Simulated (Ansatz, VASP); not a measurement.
# ScAl4N: VASP beside Ansatz

Contents of INCAR:

```
ALGO = Normal
EDIFF = 1E-6
ENCUT = 520
GGA = PE
ISIF = 2
ISMEAR = 0
ISPIN = 2
LASPH = True
LCHARG = False
LMAXMIX = 4
LORBIT = 11
LREAL = False
LWAVE = False
MAGMOM = 0 0 0 0 0 1
NBANDS = 27
NELM = 150
PREC = Accurate
SIGMA = 0.1
```

Contents of KPOINTS:

```
k-points
0
Gamma
  6 6 6
```

POSCAR

```
ScAl4N
1.0
    2.6845760450      1.5499407022      3.9673142631
   -2.6845760450      1.5499407022      3.9673142631
    0.0000000000     -3.0998814045      3.9673142631
Sc Al N
1 4 1
Direct
    0.0017652559      0.0017652559      0.0017652559
    0.3938054701      0.8852246711      0.3938054701
    0.3938054701      0.3938054701      0.8852246711
    0.8852246711      0.3938054701      0.3938054701
    0.7591074869      0.7591074869      0.7591074869
    0.3162916459      0.3162916459      0.3162916459
```

Input for Ansatz:

```yaml
crystal:
  lattice:
    - [2.684576045, 1.5499407022, 3.9673142631]
    - [-2.684576045, 1.5499407022, 3.9673142631]
    - [0.0, -3.0998814045, 3.9673142631]
  atoms:
    - { symbol: Sc, position: [0.0017652559, 0.0017652559, 0.0017652559] }
    - { symbol: Al, position: [0.3938054701, 0.8852246711, 0.3938054701] }
    - { symbol: Al, position: [0.3938054701, 0.3938054701, 0.8852246711] }
    - { symbol: Al, position: [0.8852246711, 0.3938054701, 0.3938054701] }
    - { symbol: Al, position: [0.7591074869, 0.7591074869, 0.7591074869] }
    - { symbol: "N", position: [0.3162916459, 0.3162916459, 0.3162916459], spin: 1.0 }
basis:
  ecutwfc: 420
kpoints:
  mp_grid: { grid: [6, 6, 6] }
hamiltonian:
  xc: pbe
scf:
  occupations: { method: gaussian, width: 0.1 }
  lower_state_search: "off"
output:
  forces: true
  stress: true
  eigenvalues: true
  populations: true
magnetization:
  spin_polarized: true
```

Change from the starting cell: species swapped into the SmCu4Pd type (R3m, No. 160).

Alike in both runs: task single point; functional PBE; k mesh 6 × 6 × 6; occupations gaussian, width 0.1 eV; collinear spin.

```csv
,VASP,Ansatz
version,VASP 6.6.1,Ansatz 0.2.0
potentials or method,"VASP PAW PBE potentials, release 64 (Sc_sv, Al, N), cutoff 520 eV","scalar-relativistic, plane waves, PAW"
valence electrons in the cell,28,28
```

Ansatz gave:

* gap on the k mesh at the Fermi level (eV): none
* pressure (GPa): 0.0
* rms of the force components (eV/Å): 0.007
* net moment per atom (μB): 0.00

Question: Estimate VASP's values.

Answer: gap on the k mesh at the Fermi level (eV): none; pressure (GPa): 0.0; rms of the force components (eV/Å): 0.009; net moment per atom (μB): 0.00.

Atom by atom the forces differ by 0.003 eV/Å (rms over components). A gap of «none» marks a metal or a gap that the smearing closes. The functional is the same, so the differences come from potentials, cutoffs and numerics. Ansatz's warnings: seeded moment not kept.
